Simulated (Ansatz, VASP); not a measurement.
HfO2 in VASP and in Ansatz

The input INCAR:

```
  PREC = Accurate
  ENCUT = 520
  EDIFF = 1E-6
  ISMEAR = 0
  SIGMA = 0.05
  LREAL = F
  LASPH = T
  NELM = 100
  ALGO = Normal
  ISIF = 2
  LWAVE = F
  LCHARG = T
  GGA = PE
  LELF = T
  LVHAR = T
  NBANDS = 18
```

The input KPOINTS:

```
Automatic mesh
0
Gamma
  8 8 8
```

Contents of POSCAR:

```
HfO2
1.0
    0.0000000000      2.4296250000      2.4296250000
    2.4296250000      0.0000000000      2.4296250000
    2.4296250000      2.4296250000      0.0000000000
Hf O
1 2
Direct
    0.0000000000      0.0000000000      0.0000000000
    0.2500000000      0.2500000000      0.2500000000
    0.7500000000      0.7500000000      0.7500000000
```

Input for Ansatz:

```yaml
crystal:
  lattice:
    - [0.0, 2.429625, 2.429625]
    - [2.429625, 0.0, 2.429625]
    - [2.429625, 2.429625, 0.0]
  atoms:
    - { symbol: Hf, position: [0.0, 0.0, 0.0] }
    - { symbol: O, position: [0.25, 0.25, 0.25] }
    - { symbol: O, position: [0.75, 0.75, 0.75] }
basis:
  ecutwfc: 420
kpoints:
  mp_grid: { grid: [8, 8, 8] }
hamiltonian:
  xc: pbe
scf:
  occupations: { method: gaussian, width: 0.05 }
output:
  forces: true
  stress: true
  eigenvalues: true
```

Change from the starting cell: strain -0.050 along x and y, -0.050 along z, atoms carried along.

Alike in both runs: task single point; functional PBE; k mesh 8 × 8 × 8; occupations gaussian, width 0.05 eV; no spin polarisation.

|  | VASP | Ansatz |
| --- | --- | --- |
| version | VASP 6.6.1 | Ansatz 0.2.0 |
| potentials or method | VASP PAW PBE potentials, release 64 (Hf_pv, O), cutoff 520 eV | scalar-relativistic, plane waves, PAW |
| valence electrons in the cell | 22 | 38 |

VASP gave:

| Property | Result |
| --- | --- |
| gap on the k mesh at the Fermi level (eV) | 4.14 |
| least direct gap on the mesh (eV) | 4.14 |
| pressure (GPa) | 42.8 |

Which values does Ansatz return?

gap on the k mesh at the Fermi level (eV): 4.08; least direct gap on the mesh (eV): 4.08; pressure (GPa): 47.8.

The pressures are high and differ by over a tenth, so treat them with care. With one functional, cell and mesh, what is left measures potentials, basis and numerics. VASP's potentials hold 22 valence electrons a cell and Ansatz's 38, so a difference there can come from the potentials and not from the codes.

Spin-orbit coupling is off throughout.
